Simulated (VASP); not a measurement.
Crystal: BiO5.

```
CELL_PARAMETERS angstrom
2.49946 1.44306 4.09255
-2.49946 1.44306 4.09255
0.00000 -2.88612 4.09255
ATOMIC_POSITIONS crystal
Bi 0.00000 0.00000 0.00000
O 0.00000 0.00000 0.50000
O 0.50000 0.00000 0.00000
O 0.00000 0.50000 0.00000
O 0.33553 0.33553 0.33553
O 0.66447 0.66447 0.66447
```

The cell was built from a structure type or drawn by symmetry, and may not be a known phase.

| Quantity | Value |
| --- | --- |
| Program | VASP 6.6.1 |
| Task | relaxation of cell and atoms |
| Functional | PBE |
| Potentials or basis | VASP PAW PBE potentials, release 64 (Bi_d, O) |
| Cutoff | 600 eV |
| k mesh | 4 × 4 × 4 |
| Occupations | gaussian, width 0.2 eV |
| Spin | no spin polarisation |

At the start: pressure -14.5 GPa; volume 14.76 Å³/atom.

Q: How do energy, volume and symmetry change on relaxing?

A: Over 23 steps the energy falls by 826.9 meV/atom and the volume is 14.90 Å³/atom (+1.0 %); space group R-3m (No. 166, to 0.1 Å) before and after.

Step by step:
```
step  energy change (eV)  largest force (eV/Å)  pressure (GPa)  volume (Å³)
   1              0.0000                1.4523          -14.52        88.57
   2             -1.2208                1.5423           -3.32        72.50
   3             -1.2919                1.4376            2.48        68.53
   4             -1.5475                1.6030            4.01        68.57
   5             -2.4632                1.8535            9.82        68.66
   6             -2.5828                3.1423           33.86        68.82
   7             -3.0459                0.7201           15.84        68.72
   8             -3.1210                0.3547           21.06        68.76
   9             -3.1728                0.4895           20.99        69.18
  10             -3.2956                0.9575           21.06        70.46
  11             -3.3589                2.2523           22.59        73.05
  12             -3.5864                2.0219           19.00        74.86
  13             -4.0851                1.3963           10.02        80.45
  14             -4.4316                0.3204           -1.82        92.40
  15             -4.5058                0.3196           -1.63        92.39
  16             -4.6990                0.3309           -0.97        92.29
  17             -4.9179                0.4578            1.08        91.70
  18             -4.9271                0.5671            1.96        91.39
  19             -4.9475                0.1951           -0.51        93.11
  20             -4.9475                0.1946           -0.51        93.11
  21             -4.9516                0.1686           -0.45        92.74
  22             -4.9603                0.0897           -0.29        91.62
  23             -4.9612                0.0729            0.08        89.41
```

Final structure:
```cif
data_structure
_symmetry_space_group_name_H-M 'P 1'
_symmetry_Int_Tables_number 1
_cell_length_a 4.6346
_cell_length_b 4.6346
_cell_length_c 4.6346
_cell_angle_alpha 73.643
_cell_angle_beta 73.643
_cell_angle_gamma 73.643
_cell_volume 89.41
loop_
_atom_site_label
_atom_site_type_symbol
_atom_site_fract_x
_atom_site_fract_y
_atom_site_fract_z
_atom_site_occupancy
Bi1 Bi 0.00000 0.00000 0.00000 1
O1 O 0.00000 0.00000 0.50000 1
O2 O 0.50000 0.00000 0.00000 1
O3 O 0.00000 0.50000 0.00000 1
O4 O 0.25653 0.25653 0.25653 1
O5 O 0.74347 0.74347 0.74347 1
```

Caveat: the k points lie up to 0.36 Å⁻¹ apart in the final cell, too coarse for converged energies and pressures of a metal; an odd number of electrons without spin polarisation forces a metal; a magnetic or distorted state may lie lower; the relaxation stopped at a loose force limit of 0.08 eV/Å, so its end isn't a converged minimum.
